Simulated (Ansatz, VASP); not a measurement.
Pt: VASP beside Ansatz

```xyz
2
Lattice="2.7584 0.0000 0.0000 -1.3792 2.3889 0.0000 0.0000 0.0000 4.7829" Properties=species:S:1:pos:R:3 pbc="T T T"
Pt    1.3792    0.7963    3.5872
Pt    0.0000    1.5926    1.1957
```

Alike in both runs: functional PBE; k mesh 12 × 12 × 8; occupations gaussian, width 0.1 eV; no spin polarisation.

Ansatz relaxed the structure, and its values are those at the end. VASP's run is a single point on that final structure, the one shown.

```csv
,VASP,Ansatz
version,VASP 6.6.1,Ansatz 0.2.0
potentials or method,"VASP PAW PBE potentials, release 64 (Pt), cutoff 520 eV","scalar-relativistic, plane waves, PAW"
valence electrons in the cell,20,36
```

|  | VASP | Ansatz | Ansatz less VASP |
| --- | --- | --- | --- |
| gap on the k mesh at the Fermi level (eV) | none | none | - |
| pressure (GPa) | -0.5 | 0.0 | +0.47 |

A gap of «none» marks a metal or a gap that the smearing closes. VASP's potentials hold 20 valence electrons a cell and Ansatz's 36, so a difference there can come from the potentials and not from the codes.

Spin-orbit coupling is off throughout.
